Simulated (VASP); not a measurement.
Runs of VASP 6.6.1 on PmP. The structure is that of space group Pm-3m (No. 221), or close to it. The cells are those of the table. 

```csv
task,cell,k mesh for the DOS,occupations for the DOS,gap on the mesh (eV),pressure (GPa),moment (μB)
density of states,"a = 3.493 Å, 2 atoms",15 × 15 × 15,tetrahedron,-,-,4.09
single point,"a = 3.539 Å, 2 atoms",-,-,none,-3.6,4.10
single point,"a = 3.488 Å, 2 atoms",-,-,none,-1.0,4.09
single point,"a = 3.469 Å, 2 atoms",-,-,none,(a),4.09
```

Alike in all rows: level PBEsol; potentials or basis VASP PAW PBE potentials, release 64 (Pm, P); spin collinear, ferromagnetic start; k mesh 10 × 10 × 10; cutoff (eV) 520; smearing gaussian 0.05 eV.

Q: Fill in the values left out.

A: (a) 0.1.

Caveats: the magnetic or orbital state may not be the lowest; the PAW data sets were made with another functional, which shifts forces and pressure a little; spin-orbit coupling is left out, which moves the levels of the heavy elements; without U or exact exchange the open f shell lies at the Fermi level, which spoils levels, moments and volumes; tetrahedron occupations give inexact forces and stress in metals (some runs).

A k mesh can miss the band edges, and the runs leave out spin-orbit coupling on Pm.

A gap of «none» marks levels without a gap at the run's occupations.
